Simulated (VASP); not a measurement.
Input of a VASP 6.6.1 run:

File INCAR:

```
ALGO = Normal
EDIFF = 1E-6
ENCUT = 520
GGA = PE
ISIF = 2
ISMEAR = 0
LASPH = T
LCHARG = F
LREAL = F
LWAVE = F
NBANDS = 15
NELM = 60
PREC = Accurate
SIGMA = 0.05
```

KPOINTS

```
k-points
0
Gamma
  6 6 6
```

File POSCAR:

```
RbBr
1.0
    0.0000000000      3.8474323490      2.7201346708
    3.8474323490      0.0000000000      2.7201346708
    3.8474323490      3.8474323490      0.0000000000
Rb Br
1 1
Direct
    0.0000000000      0.0000000000      0.0000000000
    0.5000000000      0.5000000000      0.5000000000
```

Potentials or basis: VASP PAW PBE potentials, release 64 (Rb_sv, Br).

Command:

```sh
$ cat potpaw_PBE.64/Rb_sv/POTCAR potpaw_PBE.64/Br/POTCAR > POTCAR
$ mpirun -np 1 vasp_std > vasp.out
```

**Question.** What does it give for the pressure?

**Answer.** 9.3 GPa.

**Question.** What does it give for the band gap on the k mesh?

**Answer.** 2.81 eV, direct.

Stress tensor (GPa, compression positive):
```
-0.73  0.00  0.00
 0.00 -0.73  0.00
 0.00  0.00 29.35
```
